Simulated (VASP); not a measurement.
# Cu in VASP: further runs

Runs on Cu. Level: PBE. Tasks: single point.

Program: VASP 6.6.1. These are calculated values, not measurements. Logs are shortened: lines on timing, memory, paths and dates and some standing lists are left out, and cuts for length are marked.

## (1) The cell of the first run

The cell holds a slab with vacuum, 6 atoms: a = 2.567 Å, b = 2.567 Å, c = 25.478 Å, α = 90.00°, β = 90.00°, γ = 120.00°.

## (2) Single point, PBE

INCAR

```
SYSTEM = Cu
PREC = Accurate ; ENCUT = 520
EDIFF = 1E-6 ; ISMEAR = 0
SIGMA = 0.1 ; LREAL = .FALSE.
LASPH = .TRUE. ; NELM = 100
ALGO = Normal ; ISIF = 2
LWAVE = .FALSE. ; LCHARG = .TRUE.
LDIPOL = .TRUE. ; IDIPOL = 3
DIPOL = 0.5 0.5 0.500 ; GGA = PE
LELF = .TRUE. ; LVHAR = .TRUE.
LVACPOTAV = .TRUE. ; NBANDS = 42
```

KPOINTS

```
regular mesh
0
G
  15 15 1
  0 0 0
```

POSCAR

```
Cu
1.0
    2.5666581864      0.0000000000      0.0000000000
   -1.2833290932      2.2227911922      0.0000000000
    0.0000000000      0.0000000000     25.4783381679
Cu
6
Direct
    0.6666666667      0.3333333333      0.2943677076
    0.3333333333      0.6666666667      0.3766206246
    0.0000000000      0.0000000000      0.4588735415
    0.6666666667      0.3333333333      0.5411264585
    0.3333333333      0.6666666667      0.6233793754
    0.0000000000      0.0000000000      0.7056322924
```

Potentials or basis: VASP PAW PBE potentials, release 64 (Cu).

On the command line:

```sh
$ cat potpaw_PBE.64/Cu/POTCAR > POTCAR
$ mpirun -np 1 vasp_std > vasp.out
```

OUTCAR:

```text
SYSTEM = Cu
   PREC = Accurate
   ENCUT = 520
   EDIFF = 1E-6
   ISMEAR = 0
   LREAL = .FALSE.
   LASPH = .TRUE.
   NELM = 100
   ISIF = 2
   GGA = PE

 ion  position               nearest neighbor table
   1  0.667  0.333  0.294-   2 2.57   2 2.57   2 2.57
   2  0.333  0.667  0.377-   3 2.57   3 2.57   3 2.57   1 2.57   1 2.57   1 2.57
   3  0.000  0.000  0.459-   2 2.57   2 2.57   2 2.57   4 2.57   4 2.57   4 2.57
   4  0.667  0.333  0.541-   5 2.57   5 2.57   5 2.57   3 2.57   3 2.57   3 2.57
   5  0.333  0.667  0.623-   4 2.57   4 2.57   4 2.57   6 2.57   6 2.57   6 2.57
   6  0.000  0.000  0.706-   5 2.57   5 2.57   5 2.57

  LATTYP: Found a hexagonal cell.
 ALAT       =     2.5666581864
 C/A-ratio  =     9.9266580579

  Lattice vectors:

 A1 = (   2.5666581864,   0.0000000000,   0.0000000000)
 A2 = (  -1.2833290932,   2.2227911922,   0.0000000000)
 A3 = (   0.0000000000,   0.0000000000,  25.4783381679)

Analysis of symmetry for initial positions (statically):
=====================================================================
 Subroutine PRICEL returns:
 Original cell was already a primitive cell.

 Routine SETGRP: Setting up the symmetry group for a
 hexagonal supercell.

 Subroutine GETGRP returns: Found 12 space group operations
 (whereof  6 operations were pure point group operations)
 out of a pool of 24 trial point group operations.

The static configuration has the point symmetry C_3v.
 The point group associated with its full space group is D_3d.

Analysis of symmetry for dynamics (positions and initial velocities):
=====================================================================
 Subroutine PRICEL returns:
 Original cell was already a primitive cell.

 Routine SETGRP: Setting up the symmetry group for a
 hexagonal supercell.

 Subroutine GETGRP returns: Found 12 space group operations
 (whereof  6 operations were pure point group operations)
 out of a pool of 24 trial point group operations.

The dynamic configuration has the point symmetry C_3v.
 The point group associated with its full space group is D_3d.

 Subroutine INISYM returns: Found 12 space group operations
 (whereof  6 operations are pure point group operations),
 and found     1 'primitive' translations

----------------------------------------------------------------------------------------

                                     Primitive cell

  volume of cell :     145.3576

  direct lattice vectors                    reciprocal lattice vectors
     2.566658186  0.000000000  0.000000000     0.389611677  0.224942407  0.000000000
    -1.283329093  2.222791192  0.000000000     0.000000000  0.449884813  0.000000000
     0.000000000  0.000000000 25.478338168     0.000000000  0.000000000  0.039249028

  length of vectors
     2.566658186  2.566658186 25.478338168     0.449884813  0.449884813  0.039249028

  position of ions in fractional coordinates (direct lattice)
     0.666666667  0.333333333  0.294367708
     0.333333333  0.666666667  0.376620625
     0.000000000  0.000000000  0.458873541
     0.666666667  0.333333333  0.541126459
     0.333333333  0.666666667  0.623379375
     0.000000000  0.000000000  0.705632292

  ion indices of the primitive-cell ions
   primitive index   ion index
                 1           1
                 2           2
                 3           3
                 4           4
                 5           5
                 6           6

----------------------------------------------------------------------------------------

 KPOINTS: regular mesh

Automatic generation of k-mesh.
 Grid dimensions read from file:
 generate k-points for:   15   15    1

 Generating k-lattice:

  Cartesian coordinates                     Fractional coordinates (reciprocal lattice)
     0.025974112  0.014996160  0.000000000     0.066666667  0.000000000  0.000000000
     0.000000000  0.029992321  0.000000000     0.000000000  0.066666667  0.000000000
     0.000000000  0.000000000  0.039249028     0.000000000  0.000000000  1.000000000

  Length of vectors
     0.029992321  0.029992321  0.039249028

  Shift w.r.t. Gamma in fractional coordinates (k-lattice)
     0.000000000  0.000000000  0.000000000

 Subroutine IBZKPT returns following result:
 ===========================================

 Found     27 irreducible k-points:

 Following reciprocal coordinates:
            Coordinates               Weight
  0.000000  0.000000  0.000000      1.000000
  0.066667  0.000000  0.000000      6.000000
  0.133333  0.000000  0.000000      6.000000
  0.200000 -0.000000  0.000000      6.000000
  0.266667  0.000000  0.000000      6.000000
  0.333333  0.000000  0.000000      6.000000
[... 16 lines left out ...]
  0.333333  0.200000  0.000000     12.000000
  0.400000  0.200000  0.000000      6.000000
 [... further k-points ...]
   k-points           NKPTS =     27   k-points in BZ     NKDIM =     27   number of bands    NBANDS=     42
   number of dos      NEDOS =    301   number of ions     NIONS =      6
   total plane-waves  NPLWV =  76800
   dimension x,y,z NGX =    20 NGY =   20 NGZ =  192
   dimension x,y,z NGXF=    40 NGYF=   40 NGZF=  384
   ions per type =               6
   NGX,Y,Z   is equivalent  to a cutoff of  12.95, 12.95, 12.53 a.u.
   NGXF,Y,Z  is equivalent  to a cutoff of  25.91, 25.91, 25.06 a.u.
 SYSTEM =  Cu
   PREC   = accura    normal or accurate (medium, high low for compatibility)
   ISTART =      0    job   : 0-new  1-cont  2-samecut
   ICHARG =      2    charge: 1-file 2-atom 10-const
   ISPIN  =      1    spin polarized calculation?
   LNONCOLLINEAR =      F non collinear calculations
   LSORBIT =      F    spin-orbit coupling
   LASPH  =      T    aspherical Exc in radial PAW
   ENCUT  =  520.0 eV  38.22 Ry    6.18 a.u.   4.77  4.77 47.37*2*pi/ulx,y,z
   NELM   =    100;   NELMIN=  2; NELMDL= -5     # of ELM steps
   EDIFF  = 0.1E-05   stopping-criterion for ELM
   LREAL  =      F    real-space projection
   EDIFFG = 0.1E-04   stopping-criterion for IOM
   NSW    =      0    number of steps for IOM
   IBRION =     -1    ionic relax: 0-MD 1-quasi-New 2-CG
   NFREE  =      0    steps in history (QN), initial steepest desc. (CG)
   ISIF   =      2    stress and relaxation
   ISYM   =      2    0-nonsym 1-usesym 2-fastsym
   POTIM  = 0.5000    time-step for ionic-motion
   TEBEG  =    0.0;   TEEND  =   0.0 temperature during run
   PSTRESS=    0.0 pullay stress
   NELECT =      66.0000    total number of electrons
   NUPDOWN=      -1.0000    fix difference up-down
   EMIN   =  10.00;   EMAX   =-10.00  energy-range for DOS
   EFERMI =   0.00;   METHOD = LEGACY
   ISMEAR =     0;   SIGMA  =   0.10  broadening in eV -4-tet -1-fermi 0-gaus
   EFERMI_NEDOS =   21; number of points for ismear=-14 and -15
   IALGO  =     38    algorithm
   IMIX   =      4    mixing-type and parameters
     AMIX     =   0.40;   BMIX     =  1.00
     AMIX_MAG =   1.60;   BMIX_MAG =  1.00
  volume/ion in A,a.u.               =      24.23       163.49
  Fermi-wavevector in a.u.,A,eV,Ry     =   1.258279  2.377802 21.541635  1.583266
  Thomas-Fermi vector in A             =   2.391896
   LORBIT       =      0    0 simple, 1 ext, 2 COOP (PROOUT), +10 PAW based schemes
   GGA     = PE    functional components
   LHFCALC =     F    Hartree Fock is set to
   AEXX    =    0.0000 exact exchange contribution
   IVDW    =     0    specifies the selected vdW correction
   LEPSILON=     F    determine dielectric tensor
   LRPA    =     F    only Hartree local field effects (RPA)
 non-spin polarized calculation
 Gauss-broadening in eV      SIGMA  =   0.10
  energy-cutoff  :      520.00
  volume of cell :      145.36
 maximum number of plane-waves:      3946
 NGX is ok and might be reduce to    20
   NGX =  9   NGY =  9   NGZ = 95

 dipolmoment           0.000000      0.000000     -0.000000 electrons x Angstroem

 number of electron      66.0000020 magnetization

 dipolmoment           0.000000      0.000000      0.000003 electrons x Angstroem

 Free energy of the ion-electron system (eV)
  ---------------------------------------------------
  ext. energy  EPLUGINS =         0.00000000
  ---------------------------------------------------
  free energy    TOTEN  =       -21.43389068 eV

  energy without entropy =      -21.41671893  energy(sigma->0) =      -21.42530481

 E-fermi :   1.2838     XC(G=0):  -6.9589

 val. band max:        1.2554505623   @ k =   0.3333   0.1333   0.0000
 cond. band min:       1.2893499909   @ k =   0.2667   0.2000   0.0000
 fundamental gap:      0.0338994286
 Fermi energy:         1.2837790049

 k-point     1 :       0.0000    0.0000    0.0000
  band No.  band energies     occupation
      1      -7.7679      2.00000
      2      -7.1110      2.00000
      3      -6.1217      2.00000
      4      -4.9555      2.00000
      5      -4.0363      2.00000
      6      -3.7488      2.00000
[... 34 lines left out ...]
     41       6.8806      0.00000
     42       8.7503      0.00000

 k-point     2 :       0.0667    0.0000    0.0000
  band No.  band energies     occupation
      1      -7.6261      2.00000
      2      -6.9723      2.00000
      3      -5.9885      2.00000
      4      -4.8309      2.00000
      5      -3.9260      2.00000
      6      -3.6556      2.00000
[... 34 lines left out ...]
     41       7.0072      0.00000
     42       8.8821      0.00000

 k-point     3 :       0.1333    0.0000    0.0000
  band No.  band energies     occupation
      1      -7.2073      2.00000
      2      -6.5642      2.00000
      3      -5.6004      2.00000
      4      -4.4756      2.00000
      5      -3.6183      2.00000
      6      -3.3978      2.00000
[... 897 lines left out ...]
      4      -2.8720      2.00000
      5      -2.7396      2.00000
      6      -2.6665      2.00000
[... 34 lines left out ...]
     41       9.0040      0.00000
     42       9.4016      0.00000

 k-point    24 :       0.4000    0.2000    0.0000
  band No.  band energies     occupation
      1      -3.1232      2.00000
      2      -3.0739      2.00000
      3      -2.8689      2.00000
      4      -2.8554      2.00000
      5      -2.7751      2.00000
      6      -2.5704      2.00000
[... 34 lines left out ...]
     41       8.8407      0.00000
     42       9.0739      0.00000

 [... further k-points ...]

------------------------ aborting loop because EDIFF is reached ----------------------------------------

  FORCE on cell =-STRESS in cart. coord.  units (eV):
  Direction    XX          YY          ZZ          XY          YZ          ZX
  --------------------------------------------------------------------------------------
  -------------------------------------------------------------------------------------
  Total       -1.0822758     -1.0822758     -0.1053830      0.0000000      0.0000000     -0.0000000
  in kB      -11.9291842    -11.9291842     -1.1615641      0.0000000      0.0000000     -0.0000000
  external PRESSURE =      -8.3399775 kB  Pullay stress =       0.0000000 kB

 VOLUME and BASIS-vectors are now :
 -----------------------------------------------------------------------------
  energy-cutoff  :      520.00
  volume of cell :      145.36
      direct lattice vectors                 reciprocal lattice vectors
     2.566658186  0.000000000  0.000000000     0.389611677  0.224942407  0.000000000
    -1.283329093  2.222791192  0.000000000     0.000000000  0.449884813  0.000000000
     0.000000000  0.000000000 25.478338168     0.000000000  0.000000000  0.039249028

 POSITION                                       TOTAL-FORCE (eV/Angst)
 -----------------------------------------------------------------------------------
      1.28333      0.74093      7.50000        -0.000000      0.000000      0.041745
     -0.00000      1.48186      9.59567         0.000000      0.000000     -0.041469
      0.00000      0.00000     11.69134        -0.000000     -0.000000     -0.055814
      1.28333      0.74093     13.78700         0.000000      0.000000      0.055814
     -0.00000      1.48186     15.88267        -0.000000     -0.000000      0.041469
      0.00000      0.00000     17.97834         0.000000     -0.000000     -0.041745
 -----------------------------------------------------------------------------------
    total drift:                               -0.000001     -0.000000      0.000531

  FREE ENERGIE OF THE ION-ELECTRON SYSTEM (eV)
  ---------------------------------------------------
  free  energy   TOTEN  =       -21.4338906832 eV

  energy  without entropy=      -21.4167189320  energy(sigma->0) =      -21.42530481

 vacuum level on the upper side and lower side of the slab         6.069         6.069
```

Wall time 2.9 min (1 thread of Intel Xeon 6975P-C (Granite Rapids), shared host); peak memory 0.31 GiB.

Results:

* Free energy: -21.4339 eV
* Largest force: 0.056 eV/Å
* Band gap on the k mesh: zero (bands 33 and 34 overlap by 4.93 eV)

Forces on the atoms (eV/Å):
```
Cu   0.000  0.000  0.042
Cu   0.000  0.000 -0.041
Cu   0.000  0.000 -0.056
Cu   0.000  0.000  0.056
Cu   0.000  0.000  0.041
Cu   0.000  0.000 -0.042
```

## (3) Single point, PBE

INCAR

```
ALGO = Normal ; DIPOL = 0.5 0.5 0.500
EDIFF = 1E-6 ; ENCUT = 520
GGA = PE ; IDIPOL = 3
ISIF = 2 ; ISMEAR = 0
LASPH = T ; LCHARG = F
LDIPOL = T ; LREAL = F
LWAVE = F ; NBANDS = 42
NELM = 60 ; PREC = Accurate
SIGMA = 0.1
```

KPOINTS

```
k-points
0
Gamma
  15 15 1
```

POSCAR

```
Cu
1.0
    2.5666581864      0.0000000000      0.0000000000
   -1.2833290932      2.2227911922      0.0000000000
    0.0000000000      0.0000000000     25.4783381679
Cu
6
Direct
    0.6666666667      0.3333333333      0.2950808057
    0.3333333333      0.6666666667      0.3766433186
    0.0000000000      0.0000000000      0.4586998583
    0.6666666667      0.3333333333      0.5413001394
    0.3333333333      0.6666666667      0.6233566803
    0.0000000000      0.0000000000      0.7049191976
```

Potentials or basis: VASP PAW PBE potentials, release 64 (Cu).

On the command line:

```sh
$ cat potpaw_PBE.64/Cu/POTCAR > POTCAR
$ mpirun -np 1 vasp_std > vasp.out
```

OUTCAR:

```text
EDIFF = 1E-6
   ENCUT = 520
   GGA = PE
   ISIF = 2
   ISMEAR = 0
   LASPH = T
   LREAL = F
   NELM = 60
   PREC = Accurate

 ion  position               nearest neighbor table
   1  0.667  0.333  0.295-   2 2.55   2 2.55   2 2.55
   2  0.333  0.667  0.377-   1 2.55   1 2.55   1 2.55   3 2.56   3 2.56   3 2.56
   3  0.000  0.000  0.459-   2 2.56   2 2.56   2 2.56   4 2.57   4 2.57   4 2.57
   4  0.667  0.333  0.541-   5 2.56   5 2.56   5 2.56   3 2.57   3 2.57   3 2.57
   5  0.333  0.667  0.623-   6 2.55   6 2.55   6 2.55   4 2.56   4 2.56   4 2.56
   6  0.000  0.000  0.705-   5 2.55   5 2.55   5 2.55

  LATTYP: Found a hexagonal cell.
 ALAT       =     2.5666581864
 C/A-ratio  =     9.9266580579

  Lattice vectors:

 A1 = (   2.5666581864,   0.0000000000,   0.0000000000)
 A2 = (  -1.2833290932,   2.2227911922,   0.0000000000)
 A3 = (   0.0000000000,   0.0000000000,  25.4783381679)

Analysis of symmetry for initial positions (statically):
=====================================================================
 Subroutine PRICEL returns:
 Original cell was already a primitive cell.

 Routine SETGRP: Setting up the symmetry group for a
[... 191 lines left out ...]
      2      -7.1370      2.00000
      3      -6.1297      2.00000
      4      -4.9568      2.00000
      5      -4.0352      2.00000
      6      -3.7481      2.00000
[... 1069 lines left out ...]
     41       8.8457      0.00000
     42       9.0814      0.00000

 [... further k-points ...]

------------------------ aborting loop because EDIFF is reached ----------------------------------------

 vacuum level on the upper side and lower side of the slab       (xc-potential included)        -0.166        -0.166

  FORCE on cell =-STRESS in cart. coord.  units (eV):
  Direction    XX          YY          ZZ          XY          YZ          ZX
  --------------------------------------------------------------------------------------
  -------------------------------------------------------------------------------------
  Total       -0.9596204     -0.9596204      0.1717563      0.0000000     -0.0000000      0.0000000
  in kB      -10.5772374    -10.5772374      1.8931521      0.0000000     -0.0000000      0.0000000
  external PRESSURE =      -6.4204409 kB  Pullay stress =       0.0000000 kB

 VOLUME and BASIS-vectors are now :
 -----------------------------------------------------------------------------
  energy-cutoff  :      520.00
  volume of cell :      145.36
      direct lattice vectors                 reciprocal lattice vectors
     2.566658186  0.000000000  0.000000000     0.389611677  0.224942407  0.000000000
    -1.283329093  2.222791192  0.000000000     0.000000000  0.449884813  0.000000000
     0.000000000  0.000000000 25.478338168     0.000000000  0.000000000  0.039249028

 POSITION                                       TOTAL-FORCE (eV/Angst)
 -----------------------------------------------------------------------------------
      1.28333      0.74093      7.51817        -0.000000      0.000000     -0.020394
     -0.00000      1.48186      9.59625        -0.000000     -0.000000     -0.001172
      0.00000      0.00000     11.68691        -0.000000      0.000000     -0.001299
      1.28333      0.74093     13.79143         0.000000     -0.000000      0.001299
     -0.00000      1.48186     15.88209         0.000000     -0.000000      0.001172
      0.00000      0.00000     17.96017         0.000000     -0.000000      0.020394
 -----------------------------------------------------------------------------------
    total drift:                               -0.000000     -0.000000     -0.000403

  FREE ENERGIE OF THE ION-ELECTRON SYSTEM (eV)
  ---------------------------------------------------
  free  energy   TOTEN  =       -21.4345305000 eV

  energy  without entropy=      -21.4175938097  energy(sigma->0) =      -21.42606215

 vacuum level on the upper side and lower side of the slab         5.932         5.932
```

stdout:

```text
POSCAR found type information on POSCAR Cu
 POSCAR found :  1 types and       6 ions
 scaLAPACK will be used
 LDA part: xc-table for (Slater+PW92), standard interpolation
 POSCAR, INCAR and KPOINTS ok, starting setup
 FFT: planning ... GRIDC
 FFT: planning ... GRID_SOFT
 FFT: planning ... GRID
 WAVECAR not read
 entering main loop
```

It took 3.1 min on 1 thread of Intel Xeon 6975P-C (Granite Rapids), shared host; peak memory 0.31 GiB.

Results:

```
Free energy            : -21.4345 eV
Largest force          : 0.020 eV/Å
Band gap on the k mesh : zero (bands 33 and 34 overlap by 4.92 eV)
```

Forces on the atoms (eV/Å):
```
Cu   0.000  0.000 -0.020
Cu   0.000  0.000 -0.001
Cu   0.000  0.000 -0.001
Cu   0.000  0.000  0.001
Cu   0.000  0.000  0.001
Cu   0.000  0.000  0.020
```
